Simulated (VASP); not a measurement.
# Be2C (Fm-3m) in VASP: notebook

The runs below take Be2C through relaxation of cell and atoms, with PBEsol.

All numbers are computed with VASP 6.6.1; they aren't measurements. Logs are shortened: lines on timing, memory, paths and dates and some standing lists are left out, and cuts for length are marked.

**1. The cell of the first run**

It takes space group Fm-3m (No. 225, cubic). Conventional cell: a = 4.311 Å, b = 4.311 Å, c = 4.311 Å, α = 90.00°, β = 90.00°, γ = 90.00°. Within 2.5 Å of Be (site symmetry -43m) lie 4 C at 1.87 Å and 6 Be at 2.16 Å. C (site symmetry m-3m) has 8 Be at 1.87 Å within 2.5 Å.

**2. Relaxation of cell and atoms, PBEsol, target pressure 2 GPa, at which the enthalpy is minimised**

INCAR

```
SYSTEM = Be2C
ALGO = Normal ; EDIFF = 1E-7
EDIFFG = -0.002 ; ENCUT = 600
GGA = PS ; GGA_COMPAT = .FALSE.
IBRION = 2 ; ISIF = 3
ISMEAR = 0 ; LASPH = .TRUE.
LCHARG = .FALSE. ; LREAL = .FALSE.
LWAVE = .FALSE. ; NELM = 120
NELMIN = 4 ; NSW = 100
PREC = Accurate ; PSTRESS = 20.0
SIGMA = 0.01
```

KPOINTS

```
k-points
0
G
  8 8 8
  0 0 0
```

POSCAR

```
Be2C
1.0
    0.0000000000      2.1553775933      2.1553775933
    2.1553775933      0.0000000000      2.1553775933
    2.1553775933      2.1553775933      0.0000000000
Be C
2 1
Direct
    0.2500000000      0.2500000000      0.2500000000
    0.7500000000      0.7500000000      0.7500000000
    0.0000000000      0.0000000000      0.0000000000
```

Potentials or basis: VASP PAW PBE potentials, release 64 (Be, C).

Command:

```
> cat potpaw_PBE.64/Be/POTCAR potpaw_PBE.64/C/POTCAR > POTCAR
> mpirun -np 1 vasp_std > vasp.out
```

OUTCAR:

```text
SYSTEM = Be2C
   EDIFF = 1E-7
   EDIFFG = -0.002
   ENCUT = 600
   GGA = PS
   IBRION = 2
   ISIF = 3
   ISMEAR = 0
   LASPH = .TRUE.
   LREAL = .FALSE.
   NELM = 120
   NELMIN = 4
   NSW = 100
   PREC = Accurate
   PSTRESS = 20.0

 ion  position               nearest neighbor table
   1  0.250  0.250  0.250-   3 1.87   3 1.87   3 1.87   3 1.87   2 2.16   2 2.16   2 2.16   2 2.16
                             2 2.16   2 2.16
   2  0.750  0.750  0.750-   3 1.87   3 1.87   3 1.87   3 1.87   1 2.16   1 2.16   1 2.16   1 2.16
                             1 2.16   1 2.16
   3  0.000  0.000  0.000-   2 1.87   2 1.87   2 1.87   1 1.87   2 1.87   1 1.87   1 1.87   1 1.87

  LATTYP: Found a face centered cubic cell.
 ALAT       =     4.3107551866

  Lattice vectors:

 A1 = (   0.0000000000,   2.1553775933,   2.1553775933)
 A2 = (   2.1553775933,   0.0000000000,   2.1553775933)
 A3 = (   2.1553775933,   2.1553775933,   0.0000000000)

Analysis of symmetry for initial positions (statically):
=====================================================================
 Subroutine PRICEL returns:
 Original cell was already a primitive cell.

 Routine SETGRP: Setting up the symmetry group for a
 face centered cubic supercell.

 Subroutine GETGRP returns: Found 48 space group operations
 (whereof 48 operations were pure point group operations)
 out of a pool of 48 trial point group operations.

The static configuration has the point symmetry O_h .

Analysis of symmetry for dynamics (positions and initial velocities):
=====================================================================
 Subroutine PRICEL returns:
 Original cell was already a primitive cell.

 Routine SETGRP: Setting up the symmetry group for a
 face centered cubic supercell.

 Subroutine GETGRP returns: Found 48 space group operations
 (whereof 48 operations were pure point group operations)
 out of a pool of 48 trial point group operations.

The dynamic configuration has the point symmetry O_h .

 Subroutine INISYM returns: Found 48 space group operations
 (whereof 48 operations are pure point group operations),
 and found     1 'primitive' translations

----------------------------------------------------------------------------------------

                                     Primitive cell

  volume of cell :      20.0263

  direct lattice vectors                    reciprocal lattice vectors
     0.000000000  2.155377593  2.155377593    -0.231977915  0.231977915  0.231977915
     2.155377593  0.000000000  2.155377593     0.231977915 -0.231977915  0.231977915
     2.155377593  2.155377593  0.000000000     0.231977915  0.231977915 -0.231977915

  length of vectors
     3.048164224  3.048164224  3.048164224     0.401797535  0.401797535  0.401797535

  position of ions in fractional coordinates (direct lattice)
     0.250000000  0.250000000  0.250000000
     0.750000000  0.750000000  0.750000000
     0.000000000  0.000000000  0.000000000

  ion indices of the primitive-cell ions
   primitive index   ion index
                 1           1
                 2           2
                 3           3

----------------------------------------------------------------------------------------

 KPOINTS: k-points

Automatic generation of k-mesh.
 Grid dimensions read from file:
 generate k-points for:    8    8    8

 Generating k-lattice:

  Cartesian coordinates                     Fractional coordinates (reciprocal lattice)
    -0.028997239  0.028997239  0.028997239     0.125000000  0.000000000  0.000000000
     0.028997239 -0.028997239  0.028997239     0.000000000  0.125000000  0.000000000
     0.028997239  0.028997239 -0.028997239     0.000000000  0.000000000  0.125000000

  Length of vectors
     0.050224692  0.050224692  0.050224692

  Shift w.r.t. Gamma in fractional coordinates (k-lattice)
     0.000000000  0.000000000  0.000000000

 Subroutine IBZKPT returns following result:
 ===========================================

 Found     29 irreducible k-points:

 Following reciprocal coordinates:
            Coordinates               Weight
  0.000000  0.000000  0.000000      1.000000
  0.125000  0.000000  0.000000      8.000000
  0.250000  0.000000  0.000000      8.000000
  0.375000  0.000000  0.000000      8.000000
  0.500000  0.000000  0.000000      4.000000
  0.125000  0.125000  0.000000      6.000000
[... 16 lines left out ...]
  0.500000  0.250000  0.125000     48.000000
 -0.375000  0.250000  0.125000     24.000000
 [... further k-points ...]
   k-points           NKPTS =     29   k-points in BZ     NKDIM =     29   number of bands    NBANDS=      8
   number of dos      NEDOS =    301   number of ions     NIONS =      3
   total plane-waves  NPLWV =  13824
   dimension x,y,z NGX =    24 NGY =   24 NGZ =   24
   dimension x,y,z NGXF=    48 NGYF=   48 NGZF=   48
   ions per type =               2   1
   NGX,Y,Z   is equivalent  to a cutoff of  13.09, 13.09, 13.09 a.u.
   NGXF,Y,Z  is equivalent  to a cutoff of  26.18, 26.18, 26.18 a.u.
 SYSTEM =  Be2C
   PREC   = accura    normal or accurate (medium, high low for compatibility)
   ISTART =      0    job   : 0-new  1-cont  2-samecut
   ICHARG =      2    charge: 1-file 2-atom 10-const
   ISPIN  =      1    spin polarized calculation?
   LNONCOLLINEAR =      F non collinear calculations
   LSORBIT =      F    spin-orbit coupling
   LASPH  =      T    aspherical Exc in radial PAW
   ENCUT  =  600.0 eV  44.10 Ry    6.64 a.u.   6.09  6.09  6.09*2*pi/ulx,y,z
   NELM   =    120;   NELMIN=  4; NELMDL= -5     # of ELM steps
   EDIFF  = 0.1E-06   stopping-criterion for ELM
   LREAL  =      F    real-space projection
   EDIFFG = -.2E-02   stopping-criterion for IOM
   NSW    =    100    number of steps for IOM
   IBRION =      2    ionic relax: 0-MD 1-quasi-New 2-CG
   NFREE  =      1    steps in history (QN), initial steepest desc. (CG)
   ISIF   =      3    stress and relaxation
   ISYM   =      2    0-nonsym 1-usesym 2-fastsym
   POTIM  = 0.5000    time-step for ionic-motion
   TEBEG  =    0.0;   TEEND  =   0.0 temperature during run
   PSTRESS=   20.0 pullay stress
   NELECT =       8.0000    total number of electrons
   NUPDOWN=      -1.0000    fix difference up-down
   EMIN   =  10.00;   EMAX   =-10.00  energy-range for DOS
   EFERMI =   0.00;   METHOD = LEGACY
   ISMEAR =     0;   SIGMA  =   0.01  broadening in eV -4-tet -1-fermi 0-gaus
   EFERMI_NEDOS =   21; number of points for ismear=-14 and -15
   IALGO  =     38    algorithm
   IMIX   =      4    mixing-type and parameters
     AMIX     =   0.40;   BMIX     =  1.00
     AMIX_MAG =   1.60;   BMIX_MAG =  1.00
  volume/ion in A,a.u.               =       6.68        45.05
  Fermi-wavevector in a.u.,A,eV,Ry     =   1.205697  2.278437 19.778856  1.453705
  Thomas-Fermi vector in A             =   2.341386
   LORBIT       =      0    0 simple, 1 ext, 2 COOP (PROOUT), +10 PAW based schemes
   GGA     = PS    functional components
   LHFCALC =     F    Hartree Fock is set to
   AEXX    =    0.0000 exact exchange contribution
   IVDW    =     0    specifies the selected vdW correction
   LEPSILON=     F    determine dielectric tensor
   LRPA    =     F    only Hartree local field effects (RPA)
 conjugate gradient relaxation of ions
 non-spin polarized calculation
 Gauss-broadening in eV      SIGMA  =   0.01
  energy-cutoff  :      600.00
  volume of cell :       20.03
 maximum number of plane-waves:       692
   NGX = 13   NGY = 13   NGZ = 13

--------------------------------------- Ionic step        1  -------------------------------------------

 number of electron       8.0000000 magnetization

 Free energy of the ion-electron system (eV)
  ---------------------------------------------------
  ext. energy  EPLUGINS =         0.00000000
  ---------------------------------------------------
  free energy    TOTEN  =       -18.41238510 eV

  energy without entropy =      -18.41238510  energy(sigma->0) =      -18.41238510

------------------------ aborting loop because EDIFF is reached ----------------------------------------

  FORCE on cell =-STRESS in cart. coord.  units (eV):
  Direction    XX          YY          ZZ          XY          YZ          ZX
  --------------------------------------------------------------------------------------
  -------------------------------------------------------------------------------------
  Total        0.0700655      0.0700655      0.0700655     -0.0000000     -0.0000000      0.0000000
  in kB        5.6055057      5.6055057      5.6055057     -0.0000000     -0.0000000      0.0000000
  external PRESSURE =     -14.3944943 kB  Pullay stress =      20.0000000 kB
[... 63 lines left out ...]
  enthalpy is  TOTEN    =       -18.1629819667 eV   P V=        0.2478245823

--------------------------------------- Ionic step        3  -------------------------------------------

 number of electron       8.0000000 magnetization

 Free energy of the ion-electron system (eV)
  ---------------------------------------------------
  ext. energy  EPLUGINS =         0.00000000
  ---------------------------------------------------
  free energy    TOTEN  =       -18.41128879 eV

  energy without entropy =      -18.41128879  energy(sigma->0) =      -18.41128879

 E-fermi :   7.9749     XC(G=0): -11.5904

 val. band max:        7.8863323106   @ k =   0.0000   0.0000   0.0000
 cond. band min:       8.9544725146   @ k =   0.5000   0.5000   0.0000
 fundamental gap:      1.0681402041
 Fermi energy:         7.9748550007

 k-point     1 :       0.0000    0.0000    0.0000
  band No.  band energies     occupation
      1      -7.2932      2.00000
      2       7.8863      2.00000
      3       7.8863      2.00000
      4       7.8863      2.00000
      5      12.0072      0.00000
      6      12.0072      0.00000
      7      12.0072      0.00000
      8      14.8107      0.00000
[... 243 lines left out ...]
 k-point    24 :      -0.3750    0.2500    0.1250
  band No.  band energies     occupation
      1      -3.8977      2.00000
      2      -0.3156      2.00000
      3       3.7012      2.00000
      4       4.4165      2.00000
      5      13.0257      0.00000
      6      14.5499      0.00000
      7      17.8257      0.00000
      8      18.6082      0.00000

 [... further k-points ...]

------------------------ aborting loop because EDIFF is reached ----------------------------------------

  FORCE on cell =-STRESS in cart. coord.  units (eV):
  Direction    XX          YY          ZZ          XY          YZ          ZX
  --------------------------------------------------------------------------------------
  -------------------------------------------------------------------------------------
  Total        0.2489942      0.2489942      0.2489942     -0.0000000      0.0000000     -0.0000000
  in kB       20.0587120     20.0587120     20.0587120     -0.0000000      0.0000000     -0.0000000
  external PRESSURE =       0.0587120 kB  Pullay stress =      20.0000000 kB
[... 18 lines left out ...]
  FREE ENERGIE OF THE ION-ELECTRON SYSTEM (eV)
  ---------------------------------------------------
  free  energy   TOTEN  =       -18.4112887923 eV

  energy  without entropy=      -18.4112887923  energy(sigma->0) =      -18.41128879

  enthalpy is  TOTEN    =       -18.1630234492 eV   P V=        0.2482653431

 reached required accuracy - stopping structural energy minimisation
```

It took 7.7 s on 1 thread of Intel Xeon Platinum 8375C at 2.90GHz (Ice Lake), shared host; peak memory 0.13 GiB.

Results:

* Free energy: -18.4113 eV
* Relaxed volume: 6.63 Å³/atom
* Relaxed cell: a = 3.041 Å, b = 3.041 Å, c = 3.041 Å, α = 60.00°, β = 60.00°, γ = 60.00°
* Space group after relaxing (to 0.05 Å): Fm-3m (No. 225)
* Energy change on relaxing (the enthalpy is what falls): +0.4 meV/atom
* Ionic steps: 3
* Pressure after relaxing: 2.0 GPa
* Band gap on the k mesh: 1.07 eV, indirect (least direct gap 4.12 eV)

The path:
```
step  energy change (eV)  largest force (eV/Å)  pressure (GPa)  volume (Å³)
   1              0.0000                0.0000            0.56        20.03
   2              0.0016                0.0000            2.39        19.85
   3              0.0011                0.0000            2.01        19.89
```

Final structure:
```cif
data_structure
_symmetry_space_group_name_H-M 'P 1'
_symmetry_Int_Tables_number 1
_cell_length_a 3.0411
_cell_length_b 3.0411
_cell_length_c 3.0411
_cell_angle_alpha 60.000
_cell_angle_beta 60.000
_cell_angle_gamma 60.000
_cell_volume 19.89
loop_
_atom_site_label
_atom_site_type_symbol
_atom_site_fract_x
_atom_site_fract_y
_atom_site_fract_z
_atom_site_occupancy
Be1 Be 0.25000 0.25000 0.25000 1
Be2 Be 0.75000 0.75000 0.75000 1
C1 C 0.00000 0.00000 0.00000 1
```

Levels at points of the mesh, in eV from the valence-band top:
```csv
k point,band 2,band 3,band 4,band 5,band 6,band 7
"(0.00, 0.00, 0.00)",0.00,0.00,0.00,4.12,4.12,4.12
"(0.50, 0.00, 0.00)",-8.89,-1.87,-1.87,4.98,4.98,7.23
"(0.50, 0.50, 0.00)",-6.86,-4.84,-4.84,1.07,5.86,13.42
```

Caveat: the cell is relaxed towards a set pressure, so the enthalpy falls and the energy may rise; the PAW data sets were made with another functional, which shifts forces and pressure a little. A k mesh can miss the band edges.

(Part 1 of 2 ends here.)
